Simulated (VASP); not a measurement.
SiPd3Pt, 5 atoms in the cell. Symmetry: P6/mmm, No. 191, hexagonal system. The conventional cell has a = 4.175 Å, b = 4.175 Å, c = 4.808 Å, α = 90.00°, β = 90.00°, γ = 120.00°. Si (site symmetry 6/mmm) has 6 Pd at 2.09 Å and 2 Pt at 2.40 Å within 2.8 Å. Within 2.8 Å of Pd (site symmetry mmm) lie 4 Pd at 2.09 Å and 2 Si at 2.09 Å. Pt (site symmetry 6/mmm) has 2 Si at 2.40 Å and 12 Pd at 3.18 Å within 3.2 Å. The cell was built from a structure type or drawn by symmetry, and may not be a known phase.

* Program: VASP 6.6.1
* Task: relaxation of cell and atoms
* Functional: PBE
* Potentials or basis: VASP PAW PBE potentials, release 64 (Si, Pd, Pt)
* Cutoff: 600 eV
* k mesh: 6 × 6 × 4
* Occupations: gaussian, width 0.1 eV
* Spin: no spin polarisation
* Dipole correction: no
* Further INCAR settings: ALGO = Normal; EDIFF = 1e-07; IBRION = 2; EDIFFG = -0.04; NSW = 90; ISIF = 3

Potentials or basis: VASP PAW PBE potentials, release 64 (Si, Pd, Pt).

Command:

```console
$ cat potpaw_PBE.64/Si/POTCAR potpaw_PBE.64/Pd/POTCAR potpaw_PBE.64/Pt/POTCAR > POTCAR
$ mpirun -np 1 vasp_std > vasp.out
```

Hardware: 1 thread of Intel(R) Xeon(R) 6975P-C (Granite Rapids), on a shared host.

Task: How long does it take, and how much memory?

Result: Run time: 3.4 min on 1 thread of Intel(R) Xeon(R) 6975P-C (Granite Rapids), with other jobs on the host, peak memory 0.26 GiB. Counts: scf iterations 133, k points 21, ion steps 9.
